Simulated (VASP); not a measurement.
The system is NbAs.

```
Nb As
1.0
    -1.69062    1.69062    5.72078
     1.69062   -1.69062    5.72078
     1.69062    1.69062   -5.72078
Nb As
2 2
Direct
  0.50000 0.00000 0.50000
  0.75000 0.75000 0.00000
  0.91600 0.41600 0.50000
  0.16600 0.16600 0.00000
```

Base run:

```yaml
Program: VASP 6.6.1
Functional: PBEsol
Potentials_or_basis: VASP PAW PBE potentials, release 64 (Nb_sv, As)
Cutoff: 520 eV
k_mesh: 11 × 11 × 11
Occupations: fermi-dirac, width 0.05 eV
Spin: no spin polarisation
```

Its results: band gap on the k mesh 0.03 eV (least direct gap 0.09 eV); pressure 9.9 GPa; largest force 0.374 eV/Å.

Problem. The run is repeated on the same cell with these changes: functional from PBEsol to PBE. What comes out?

Solution. Band gap on the k mesh 0.03 eV (least direct gap 0.09 eV); pressure 15.9 GPa; largest force 0.383 eV/Å.

PBE binds less tightly than PBEsol, so the same cell stands under more pressure.

Caveats: the cell stands under pressure; an odd mesh through Γ misses points on the zone boundary, where band edges can lie; the PAW data sets were made with another functional, which shifts forces and pressure a little (at least some runs).
